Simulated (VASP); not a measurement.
Write the native input for VASP 6.6.1 that does the following.

```yaml
Task: single point
Functional: r2SCAN
Potentials_or_basis: VASP PAW PBE potentials, release 64 (K_sv, Zn, F)
Cutoff: 520 eV
k_mesh: 6 × 6 × 6
Occupations: gaussian, width 0.01 eV
Spin: no spin polarisation
Dipole_correction: no
Further_INCAR_settings: ALGO = Normal; EDIFF = 1e-06; NBANDS = 29
```

The system is KZnF3.

```xyz
5
Lattice="4.0462 0.0000 0.0000 0.0000 4.0462 0.0000 0.0000 0.0000 4.0462" Properties=species:S:1:pos:R:3 pbc="T T T"
K     0.0000    0.0000    0.0000
Zn    2.0231    2.0231    2.0231
F     2.0231    2.0231    0.0000
F     0.0000    2.0231    2.0231
F     2.0231    0.0000    2.0231
```

One way to write it, as run:

POSCAR

```
KZnF3
1.0
    4.0461640901      0.0000000000      0.0000000000
    0.0000000000      4.0461640901      0.0000000000
    0.0000000000      0.0000000000      4.0461640901
K Zn F
1 1 3
Direct
    0.0000000000      0.0000000000      0.0000000000
    0.5000000000      0.5000000000      0.5000000000
    0.5000000000      0.5000000000      0.0000000000
    0.0000000000      0.5000000000      0.5000000000
    0.5000000000      0.0000000000      0.5000000000
```

INCAR.step1

```
ALGO = Normal
EDIFF = 1E-4
ENCUT = 520
GGA = PE
ISMEAR = 0
LASPH = T
LCHARG = F
LREAL = F
LWAVE = T
NBANDS = 29
NELM = 100
PREC = Accurate
SIGMA = 0.01
```

INCAR.step2

```
ALGO = Normal
EDIFF = 1E-6
ENCUT = 520
ISIF = 2
ISMEAR = 0
ISTART = 1
LASPH = T
LCHARG = F
LMIXTAU = T
LREAL = F
LWAVE = F
METAGGA = R2SCAN
NBANDS = 29
NELM = 100
PREC = Accurate
SIGMA = 0.01
```

KPOINTS

```
k-points
0
Gamma
  6 6 6
```

Potentials or basis: VASP PAW PBE potentials, release 64 (K_sv, Zn, F).

Command:

```bash
$ cat potpaw_PBE.64/K_sv/POTCAR potpaw_PBE.64/Zn/POTCAR potpaw_PBE.64/F/POTCAR > POTCAR
$ cp INCAR.step1 INCAR
$ mpirun -np 1 vasp_std > vasp.out
$ cp INCAR.step2 INCAR
$ mpirun -np 1 vasp_std > vasp.out
```

It gave:

```
Pressure               : 0.3 GPa
Band gap on the k mesh : 4.59 eV, indirect (least direct gap 6.59 eV)
```

Caveat: the PAW data sets were made with another functional, which shifts forces and pressure a little.

Wall time 63 s on 1 thread of Intel(R) Xeon(R) 6975P-C (Granite Rapids), with other jobs on the host, peak memory 0.19 GiB.
